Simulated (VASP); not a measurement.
Ni, 1 atom in the cell. It takes space group Fm-3m (No. 225, cubic). The conventional cell has a = 3.462 Å, b = 3.462 Å, c = 3.462 Å, α = 90.00°, β = 90.00°, γ = 90.00°. Ni (site symmetry m-3m) has 12 Ni at 2.45 Å within 3.2 Å. 

| Item | Value |
| --- | --- |
| Program | VASP 6.6.1 |
| Task | single point |
| Functional | PBEsol |
| Potentials or basis | VASP PAW PBE potentials, release 64 (Ni) |
| Cutoff | 520 eV |
| k mesh | 21 × 21 × 21 |
| Occupations | methfessel-paxton, width 0.1 eV |
| Spin | collinear spin, ferromagnetic start |
| Starting moments | [1.5] μB |
| Dipole correction | no |
| Further INCAR settings | ALGO = Normal; EDIFF = 1e-06; NBANDS = 15 |

Potentials or basis: VASP PAW PBE potentials, release 64 (Ni).

Command:

```sh
$ cat potpaw_PBE.64/Ni/POTCAR > POTCAR
$ mpirun -np 1 vasp_std > vasp.out
```

Hardware: 1 thread of AMD EPYC 9R45 96-Core Processor (Zen 5), with other jobs on the host.

Problem. Estimate the wall time of this run.

Solution. Run time: 45 s on 1 thread of AMD EPYC 9R45 96-Core Processor (Zen 5), on a shared host, peak memory 0.14 GiB. Counts: scf iterations 13, k points 286.
